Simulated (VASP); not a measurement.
# Sr3Bi (P-62m) in VASP: a series of runs

The runs below take Sr3Bi through single point, relaxation of cell and atoms, with PBE.

All numbers are computed with VASP 6.6.1; they aren't measurements. Logs are shortened: lines on timing, memory, paths and dates and some standing lists are left out, and cuts for length are marked.

**1. The cell of the first run**

The structure is hexagonal, space group P-62m (No. 189). The conventional cell has a = 7.505 Å, b = 7.505 Å, c = 4.566 Å, α = 90.00°, β = 90.00°, γ = 120.00°. Sr (site symmetry m2m) has 2 Bi at 3.36 Å and 8 Sr at 4.27 to 4.57 Å within 4.6 Å. Bi (site symmetry -62m) has 6 Sr at 3.36 Å and 2 Bi at 4.57 Å within 4.6 Å.

**2. Single point, PBE**

INCAR

```
ALGO = Fast
EDIFF = 1E-7
ENCUT = 520
GGA = PE
ISIF = 2
ISMEAR = 0
LASPH = True
LCHARG = False
LREAL = False
LWAVE = False
NBANDS = 30
NELM = 60
PREC = Accurate
SIGMA = 0.1
```

KPOINTS

```
k-points
0
Gamma
  6 6 10
```

POSCAR

```
Sr3Bi
1.0
    7.5048340668      0.0000000000      0.0000000000
   -3.7524170334      6.4993769530      0.0000000000
    0.0000000000      0.0000000000      4.5662439341
Sr Bi
3 1
Direct
    0.6716414965      0.0000000000      0.5000000000
    0.0000000000      0.6716414965      0.5000000000
    0.3283585035      0.3283585035      0.5000000000
    0.0000000000      0.0000000000      0.0000000000
```

Potentials or basis: VASP PAW PBE potentials, release 64 (Sr_sv, Bi_d).

Run with:

```bash
$ cat potpaw_PBE.64/Sr_sv/POTCAR potpaw_PBE.64/Bi_d/POTCAR > POTCAR
$ mpirun -np 1 vasp_std > vasp.out
```

OUTCAR:

```text
EDIFF = 1E-7
   ENCUT = 520
   GGA = PE
   ISIF = 2
   ISMEAR = 0
   LASPH = True
   LREAL = False
   NELM = 60
   PREC = Accurate

 ion  position               nearest neighbor table
   1  0.672  0.000  0.500-   4 3.36   4 3.36   3 4.27   2 4.27   2 4.37   3 4.37   3 4.37   2 4.37

   2  0.000  0.672  0.500-   4 3.36   4 3.36   3 4.27   1 4.27   1 4.37   3 4.37   3 4.37   1 4.37

   3  0.328  0.328  0.500-   4 3.36   4 3.36   2 4.27   1 4.27   1 4.37   2 4.37   2 4.37   1 4.37

   4  0.000  0.000  0.000-   2 3.36   3 3.36   2 3.36   3 3.36   1 3.36   1 3.36

  LATTYP: Found a hexagonal cell.
 ALAT       =     7.5048340668
 C/A-ratio  =     0.6084403590

  Lattice vectors:

 A1 = (   7.5048340668,   0.0000000000,   0.0000000000)
 A2 = (  -3.7524170334,   6.4993769530,   0.0000000000)
 A3 = (   0.0000000000,   0.0000000000,   4.5662439341)

Analysis of symmetry for initial positions (statically):
=====================================================================
 Subroutine PRICEL returns:
 Original cell was already a primitive cell.

 Routine SETGRP: Setting up the symmetry group for a
 hexagonal supercell.

 Subroutine GETGRP returns: Found 12 space group operations
 (whereof 12 operations were pure point group operations)
 out of a pool of 24 trial point group operations.

The static configuration has the point symmetry D_3h.

Analysis of symmetry for dynamics (positions and initial velocities):
=====================================================================
 Subroutine PRICEL returns:
 Original cell was already a primitive cell.

 Routine SETGRP: Setting up the symmetry group for a
 hexagonal supercell.

 Subroutine GETGRP returns: Found 12 space group operations
 (whereof 12 operations were pure point group operations)
 out of a pool of 24 trial point group operations.

The dynamic configuration has the point symmetry D_3h.

 Subroutine INISYM returns: Found 12 space group operations
 (whereof 12 operations are pure point group operations),
 and found     1 'primitive' translations

----------------------------------------------------------------------------------------

                                     Primitive cell

  volume of cell :     222.7265

  direct lattice vectors                    reciprocal lattice vectors
     7.504834067  0.000000000  0.000000000     0.133247450  0.076930451  0.000000000
    -3.752417033  6.499376953  0.000000000     0.000000000  0.153860902  0.000000000
     0.000000000  0.000000000  4.566243934     0.000000000  0.000000000  0.218998375

  length of vectors
     7.504834067  7.504834067  4.566243934     0.153860902  0.153860902  0.218998375

  position of ions in fractional coordinates (direct lattice)
     0.671641497  0.000000000  0.500000000
     1.000000000  0.671641497  0.500000000
     0.328358503  0.328358503  0.500000000
     0.000000000  0.000000000  0.000000000

  ion indices of the primitive-cell ions
   primitive index   ion index
                 1           1
                 2           2
                 3           3
                 4           4

----------------------------------------------------------------------------------------

 KPOINTS: k-points

Automatic generation of k-mesh.
 Grid dimensions read from file:
 generate k-points for:    6    6   10

 Generating k-lattice:

  Cartesian coordinates                     Fractional coordinates (reciprocal lattice)
     0.022207908  0.012821742  0.000000000     0.166666667  0.000000000  0.000000000
     0.000000000  0.025643484  0.000000000     0.000000000  0.166666667  0.000000000
     0.000000000  0.000000000  0.021899837     0.000000000  0.000000000  0.100000000

  Length of vectors
     0.025643484  0.025643484  0.021899837

  Shift w.r.t. Gamma in fractional coordinates (k-lattice)
     0.000000000  0.000000000  0.000000000

 Subroutine IBZKPT returns following result:
 ===========================================

 Found     42 irreducible k-points:

 Following reciprocal coordinates:
            Coordinates               Weight
  0.000000  0.000000  0.000000      1.000000
  0.166667  0.000000  0.000000      6.000000
  0.333333  0.000000  0.000000      6.000000
  0.500000  0.000000  0.000000      3.000000
  0.166667  0.166667  0.000000      6.000000
  0.333333  0.166667  0.000000     12.000000
[... 16 lines left out ...]
  0.166667  0.000000  0.300000     12.000000
  0.333333  0.000000  0.300000     12.000000
 [... further k-points ...]
   k-points           NKPTS =     42   k-points in BZ     NKDIM =     42   number of bands    NBANDS=     30
   number of dos      NEDOS =    301   number of ions     NIONS =      4
   total plane-waves  NPLWV = 112896
   dimension x,y,z NGX =    56 NGY =   56 NGZ =   36
   dimension x,y,z NGXF=   112 NGYF=  112 NGZF=   72
   ions per type =               3   1
   NGX,Y,Z   is equivalent  to a cutoff of  12.41, 12.41, 13.11 a.u.
   NGXF,Y,Z  is equivalent  to a cutoff of  24.81, 24.81, 26.21 a.u.
 SYSTEM =  unknown system
   PREC   = accura    normal or accurate (medium, high low for compatibility)
   ISTART =      0    job   : 0-new  1-cont  2-samecut
   ICHARG =      2    charge: 1-file 2-atom 10-const
   ISPIN  =      1    spin polarized calculation?
   LNONCOLLINEAR =      F non collinear calculations
   LSORBIT =      F    spin-orbit coupling
   LASPH  =      T    aspherical Exc in radial PAW
   ENCUT  =  520.0 eV  38.22 Ry    6.18 a.u.  13.95 13.95  8.49*2*pi/ulx,y,z
   NELM   =     60;   NELMIN=  2; NELMDL= -5     # of ELM steps
   EDIFF  = 0.1E-06   stopping-criterion for ELM
   LREAL  =      F    real-space projection
   EDIFFG = 0.1E-05   stopping-criterion for IOM
   NSW    =      0    number of steps for IOM
   IBRION =     -1    ionic relax: 0-MD 1-quasi-New 2-CG
   NFREE  =      0    steps in history (QN), initial steepest desc. (CG)
   ISIF   =      2    stress and relaxation
   ISYM   =      2    0-nonsym 1-usesym 2-fastsym
   POTIM  = 0.5000    time-step for ionic-motion
   TEBEG  =    0.0;   TEEND  =   0.0 temperature during run
   PSTRESS=    0.0 pullay stress
   NELECT =      45.0000    total number of electrons
   NUPDOWN=      -1.0000    fix difference up-down
   EMIN   =  10.00;   EMAX   =-10.00  energy-range for DOS
   EFERMI =   0.00;   METHOD = LEGACY
   ISMEAR =     0;   SIGMA  =   0.10  broadening in eV -4-tet -1-fermi 0-gaus
   EFERMI_NEDOS =   21; number of points for ismear=-14 and -15
   IALGO  =     68    algorithm
   IMIX   =      4    mixing-type and parameters
     AMIX     =   0.40;   BMIX     =  1.00
     AMIX_MAG =   1.60;   BMIX_MAG =  1.00
  volume/ion in A,a.u.               =      55.68       375.76
  Fermi-wavevector in a.u.,A,eV,Ry     =   0.960628  1.815323 12.555528  0.922805
  Thomas-Fermi vector in A             =   2.089928
   LORBIT       =      0    0 simple, 1 ext, 2 COOP (PROOUT), +10 PAW based schemes
   GGA     = PE    functional components
   LHFCALC =     F    Hartree Fock is set to
   AEXX    =    0.0000 exact exchange contribution
   IVDW    =     0    specifies the selected vdW correction
   LEPSILON=     F    determine dielectric tensor
   LRPA    =     F    only Hartree local field effects (RPA)
 non-spin polarized calculation
 RMM-DIIS sequential band-by-band and
 Gauss-broadening in eV      SIGMA  =   0.10
  energy-cutoff  :      520.00
  volume of cell :      222.73
 maximum number of plane-waves:      6036
 NGX is ok and might be reduce to    56
   NGX = 27   NGY = 27   NGZ = 17

 number of electron      44.9999998 magnetization

 Free energy of the ion-electron system (eV)
  ---------------------------------------------------
  ext. energy  EPLUGINS =         0.00000000
  ---------------------------------------------------
  free energy    TOTEN  =        -9.97605104 eV

  energy without entropy =       -9.95224709  energy(sigma->0) =       -9.96414906

 E-fermi :   1.7808     XC(G=0):  -7.2027

 val. band max:        1.7378947750   @ k =   0.3333   0.0000   0.2000
 cond. band min:       1.7837812276   @ k =   0.1667   0.1667   0.2000
 fundamental gap:      0.0458864525
 Fermi energy:         1.7808101914

 k-point     1 :       0.0000    0.0000    0.0000
  band No.  band energies     occupation
      1     -34.8105      2.00000
      2     -34.8018      2.00000
      3     -34.8018      2.00000
      4     -20.0525      2.00000
      5     -20.0525      2.00000
      6     -20.0502      2.00000
[... 22 lines left out ...]
     29       4.5538      0.00000
     30       4.7288      0.00000

 k-point     2 :       0.1667    0.0000    0.0000
  band No.  band energies     occupation
      1     -34.8099      2.00000
      2     -34.8022      2.00000
      3     -34.8020      2.00000
      4     -20.0525      2.00000
      5     -20.0525      2.00000
      6     -20.0502      2.00000
[... 22 lines left out ...]
     29       4.4246      0.00000
     30       4.5986      0.00000

 k-point     3 :       0.3333    0.0000    0.0000
  band No.  band energies     occupation
      1     -34.8081      2.00000
      2     -34.8035      2.00000
      3     -34.8025      2.00000
      4     -20.0525      2.00000
      5     -20.0525      2.00000
      6     -20.0502      2.00000
[... 22 lines left out ...]
     29       4.3246      0.00000
     30       4.5765      0.00000

 k-point     4 :       0.5000    0.0000    0.0000
  band No.  band energies     occupation
      1     -34.8062      2.00000
      2     -34.8051      2.00000
      3     -34.8027      2.00000
      4     -20.0525      2.00000
      5     -20.0525      2.00000
      6     -20.0502      2.00000
[... 616 lines left out ...]
     29       3.7532      0.00000
     30       4.2722      0.00000

 k-point    23 :       0.1667    0.0000    0.3000
  band No.  band energies     occupation
      1     -34.8086      2.00000
      2     -34.8010      2.00000
      3     -34.8009      2.00000
      4     -20.0537      2.00000
      5     -20.0537      2.00000
      6     -20.0516      2.00000
[... 22 lines left out ...]
     29       3.9470      0.00000
     30       4.0647      0.00000

 k-point    24 :       0.3333    0.0000    0.3000
  band No.  band energies     occupation
      1     -34.8068      2.00000
      2     -34.8023      2.00000
      3     -34.8013      2.00000
      4     -20.0537      2.00000
      5     -20.0537      2.00000
      6     -20.0516      2.00000
[... 22 lines left out ...]
     29       3.8682      0.00000
     30       4.3625      0.00000

 [... further k-points ...]

------------------------ aborting loop because EDIFF is reached ----------------------------------------

  FORCE on cell =-STRESS in cart. coord.  units (eV):
  Direction    XX          YY          ZZ          XY          YZ          ZX
  --------------------------------------------------------------------------------------
  -------------------------------------------------------------------------------------
  Total        0.0225874      0.0225874     -0.0409155      0.0000000      0.0000000     -0.0000000
  in kB        0.1624820      0.1624820     -0.2943246      0.0000000      0.0000000     -0.0000000
  external PRESSURE =       0.0102131 kB  Pullay stress =       0.0000000 kB

 VOLUME and BASIS-vectors are now :
 -----------------------------------------------------------------------------
  energy-cutoff  :      520.00
  volume of cell :      222.73
      direct lattice vectors                 reciprocal lattice vectors
     7.504834067  0.000000000  0.000000000     0.133247450  0.076930451  0.000000000
    -3.752417033  6.499376953  0.000000000     0.000000000  0.153860902  0.000000000
     0.000000000  0.000000000  4.566243934     0.000000000  0.000000000  0.218998375

 POSITION                                       TOTAL-FORCE (eV/Angst)
 -----------------------------------------------------------------------------------
      5.04056      0.00000      2.28312         0.000311     -0.000000      0.000000
     -2.52028      4.36525      2.28312        -0.000155      0.000269     -0.000000
      1.23214      2.13413      2.28312        -0.000155     -0.000269     -0.000000
      0.00000      0.00000      0.00000         0.000000      0.000000     -0.000000
 -----------------------------------------------------------------------------------
    total drift:                                0.000000      0.000000      0.000000

  FREE ENERGIE OF THE ION-ELECTRON SYSTEM (eV)
  ---------------------------------------------------
  free  energy   TOTEN  =        -9.9760510400 eV

  energy  without entropy=       -9.9522470873  energy(sigma->0) =       -9.96414906
```

Run time: 27 min. Hardware: 1 thread of AMD EPYC 7R13, shared host; peak memory 0.46 GiB.

Results:

* Free energy: -9.9761 eV
* Pressure: 0.0 GPa
* Band gap on the k mesh: zero (an odd number of electrons rules out a gap without spin polarisation)

Caveat: spin-orbit coupling is left out, which moves the levels of the heavy elements.

**3. Relaxation of cell and atoms, PBE**

This run uses another cell than the first one, of 32.81 Å³/atom.

INCAR

```
PREC     = Accurate       # precision mode
ENCUT    = 600            # plane-wave cutoff, eV
EDIFF    = 1E-6           # SCF threshold, eV
ISMEAR   = 0              # smearing method
SIGMA    = 0.1            # smearing width, eV
LREAL    = False          # projectors in reciprocal space
LASPH    = True           # aspherical terms in the spheres
NELM     = 80             # most SCF steps
ALGO     = Fast           # electronic algorithm
ISIF     = 3              # what is computed and relaxed
LWAVE    = False          # write WAVECAR
LCHARG   = False          # write CHGCAR
GGA      = PE             # functional
IBRION   = 2              # ionic algorithm
NSW      = 90             # ionic steps
EDIFFG   = -0.04          # ionic threshold
```

KPOINTS

```
regular mesh
0
Gamma
  6 6 4
```

POSCAR

```
Sr3Bi
1.0
    5.6321313700      0.0000000000      0.0000000000
   -2.8160656900      4.8775688500      0.0000000000
    0.0000000000      0.0000000000      4.7769041700
Sr Bi
3 1
Direct
    0.7064338600      0.0000000000      0.5000000000
    0.0000000000      0.7064338600      0.5000000000
    0.2935661400      0.2935661400      0.5000000000
    0.0000000000      0.0000000000      0.0000000000
```

Potentials or basis: VASP PAW PBE potentials, release 64 (Sr_sv, Bi_d).

Run with:

```bash
$ cat potpaw_PBE.64/Sr_sv/POTCAR potpaw_PBE.64/Bi_d/POTCAR > POTCAR
$ mpirun -np 1 vasp_std > vasp.out
```

Wall time 63 min (1 thread of AMD EPYC 7R13, shared host); peak memory 0.34 GiB.

Results (log left out):

```
Free energy                           : -9.9431 eV
Relaxed volume                        : 56.16 Å³/atom
Relaxed cell                          : a = 7.512 Å, b = 7.512 Å, c = 4.597 Å, α = 90.00°, β = 90.00°, γ = 120.00°
Space group after relaxing (to 0.1 Å) : P-62m (No. 189)
Energy gained by relaxing             : 1421.0 meV/atom
Ionic steps                           : 13
Pressure after relaxing               : 0.0 GPa
Largest force after relaxing          : 0.030 eV/Å
Band gap on the k mesh                : zero (an odd number of electrons rules out a gap without spin polarisation)
```

Forces in eV/Å, atoms in the order of the input:
```
Sr  -0.030  0.000  0.000
Sr   0.015 -0.026  0.000
Sr   0.015  0.026  0.000
Bi   0.000  0.000  0.000
```

Step by step:
```tsv
step	energy change (eV)	largest force (eV/Å)	pressure (GPa)	volume (Å³)
1	0.0000	3.5845	21.42	131.23
2	-4.6696	0.1035	-0.43	233.38
3	-4.6998	0.0684	0.48	219.82
4	-4.7054	0.0126	0.21	224.07
5	-5.2367	0.0712	-0.41	232.88
6	-5.5698	0.1703	-1.06	242.49
7	-5.5853	0.1872	-1.14	243.62
8	-5.6783	0.0567	0.01	225.13
9	-5.6787	0.0709	0.06	224.25
10	-5.6787	0.0770	0.09	223.87
11	-5.6823	0.0625	0.06	224.02
12	-5.6835	0.0484	0.03	224.14
13	-5.6839	0.0298	-0.04	224.65
```

Final structure:
```
CELL_PARAMETERS angstrom
7.51151 0.00000 0.00000
-3.75575 6.50516 0.00000
0.00000 0.00000 4.59747
ATOMIC_POSITIONS crystal
Sr 0.67401 0.00000 0.50000
Sr 0.00000 0.67401 0.50000
Sr 0.32599 0.32599 0.50000
Bi 0.00000 0.00000 0.00000
```

Levels at points of the mesh, in eV from the Fermi level:
```
           k point  band 18  band 19  band 20  band 21  band 22  band 23  band 24  band 25  band 26  band 27
(0.00, 0.00, 0.00)   -10.17    -2.12    -1.91    -1.91    -0.79     0.37     0.41     0.41     0.78     2.73
(0.50, 0.00, 0.00)   -10.16    -2.75    -2.17    -0.93    -0.84    -0.07     0.81     0.97     1.18     1.26
(0.00, 0.00, 0.50)    -9.97    -3.07    -1.49    -1.49    -0.32     0.07     1.10     1.27     1.27     1.29
(0.50, 0.00, 0.50)    -9.97    -2.78    -1.55    -1.50    -0.44     0.17     0.60     0.67     1.04     1.65
```

Caveat: the volume moved by over 15 % at a fixed basis, so the end points are rough; spin-orbit coupling is left out, which moves the levels of the heavy elements.
